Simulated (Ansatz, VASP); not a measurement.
## One calculation of Be3ZnSe4, two programs

```
Be Zn Se
1.0
     3.74595    0.00000    0.00000
     0.00000    3.74595    0.00000
     0.00000    0.00000   10.71981
Be Zn Se
3 1 4
Direct
  0.50000 0.50000 0.26254
  0.00000 0.00000 0.50000
  0.50000 0.50000 0.73746
  0.00000 0.00000 0.00000
  0.50000 0.00000 0.38143
  0.00000 0.50000 0.61857
  0.50000 0.00000 0.85421
  0.00000 0.50000 0.14579
```

Alike in both runs: task single point; functional r2SCAN; k mesh 6 × 6 × 2; occupations gaussian, width 0.02 eV; no spin polarisation.

|  | VASP | Ansatz |
| --- | --- | --- |
| version | VASP 6.6.1 | Ansatz 0.2.0 |
| potentials or method | VASP PAW PBE potentials, release 64 (Be, Zn, Se), cutoff 520 eV | scalar-relativistic, plane waves, PAW |
| valence electrons in the cell | 42 | 82 |

Ansatz gave:

- gap on the k mesh at the Fermi level (eV): 3.07
- least direct gap on the mesh (eV): 3.07
- pressure (GPa): -1.2
- traceless stress, the component that is largest in VASP (GPa): -0.09
- rms of the force components (eV/Å): 0.051

Task: Estimate VASP's values.

Result: gap on the k mesh at the Fermi level (eV): 3.07; least direct gap on the mesh (eV): 3.07; pressure (GPa): -1.0; traceless stress, the component that is largest in VASP (GPa): -0.10; rms of the force components (eV/Å): 0.052.

VASP's potentials were made for PBE, not for r2SCAN. Atom by atom the forces differ by 0.001 eV/Å (rms over components). VASP's potentials hold 42 valence electrons a cell and Ansatz's 82, so a difference there can come from the potentials and not from the codes.
